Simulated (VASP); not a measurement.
Wanted: the native input for a VASP 6.6.1 run.

| Item | Value |
| --- | --- |
| Task | single point |
| Functional | RPBE |
| Potentials or basis | VASP PAW PBE potentials, release 64 (Cd) |
| Cutoff | 520 eV |
| k mesh | 19 × 19 × 9 |
| Occupations | fermi-dirac, width 0.1 eV |
| Spin | no spin polarisation |
| Dipole correction | no |
| Further INCAR settings | ALGO = Normal; EDIFF = 1e-06; NBANDS = 19 |

The structure of Cd lies in POSCAR:

```
Cd
1.0
    2.9754397464      0.0000000000      0.0000000000
   -1.4877198732      2.5768064078      0.0000000000
    0.0000000000      0.0000000000      5.8899754793
Cd
2
Direct
    0.3333333333      0.6666666667      0.2500000000
    0.6666666667      0.3333333333      0.7500000000
```

This cell differs from its parent crystal: volume scaled by 0.92.

These files were run (other wordings do the same):

INCAR

```
PREC     = Accurate       # precision mode
ENCUT    = 520            # plane-wave cutoff, eV
EDIFF    = 1E-6           # SCF threshold, eV
ISMEAR   = -1             # smearing method
SIGMA    = 0.1            # smearing width, eV
LREAL    = F              # projectors in reciprocal space
LASPH    = T              # aspherical terms in the spheres
NELM     = 80             # most SCF steps
ALGO     = Normal         # electronic algorithm
ISIF     = 2              # what is computed and relaxed
LWAVE    = F              # write WAVECAR
LCHARG   = T              # write CHGCAR
GGA      = RP             # functional
LELF     = T              # ELF
LVHAR    = T            
NBANDS   = 19             # bands
```

KPOINTS

```
Automatic mesh
0
Gamma
  19 19 9
```

Potentials or basis: VASP PAW PBE potentials, release 64 (Cd).

Launch:

```sh
$ cat potpaw_PBE.64/Cd/POTCAR > POTCAR
$ mpirun -np 1 vasp_std > vasp.out
```

It gave:

- Pressure: 4.1 GPa
- Band gap on the k mesh: zero (band 12 reaches 3.98 eV, above the bottom of band 13 at -0.17 eV)

Caveat: the PAW data sets were made with another functional, which shifts forces and pressure a little.

It took 74 s on 1 thread of Intel(R) Xeon(R) Platinum 8259CL CPU @ 2.50GHz (Skylake/Cascade Lake), on a shared host, peak memory 0.27 GiB.
